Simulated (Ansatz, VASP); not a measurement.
**Two plane-wave programs on MnSb**

```
Mn Sb
1.0
     0.00000    2.73485    2.73485
     2.73485    0.00000    2.73485
     2.73485    2.73485    0.00000
Mn Sb
1 1
Cartesian
  2.7348 2.7348 2.7348
  0.0000 0.0000 0.0000
```

Alike in both runs: task single point; functional PBEsol; k mesh 10 × 10 × 10; occupations gaussian, width 0.05 eV; collinear spin.

```csv
,VASP,Ansatz
version,VASP 6.6.1,Ansatz 0.2.0
potentials or method,"VASP PAW PBE potentials, release 64 (Mn_pv, Sb), cutoff 520 eV","scalar-relativistic, plane waves, PAW"
valence electrons in the cell,18,30
```

VASP gave:

```
gap on the k mesh at the Fermi level (eV)                     : none
pressure (GPa)                                                : -0.2
net moment per atom (μB)                                      : 1.84
size of the moment on the site where the two differ most (μB) : 3.61
```

Question: Estimate Ansatz's values.

Answer: gap on the k mesh at the Fermi level (eV): none; pressure (GPa): -0.3; net moment per atom (μB): 1.85; size of the moment on the site where the two differ most (μB): 3.63.

VASP's potentials were made for PBE, not for PBEsol. Site moments also hang on the region over which each program counts them. A gap of «none» marks a metal or a gap that the smearing closes. VASP's potentials hold 18 valence electrons a cell and Ansatz's 30, so a difference there can come from the potentials and not from the codes.

Neither program's run includes spin-orbit coupling.
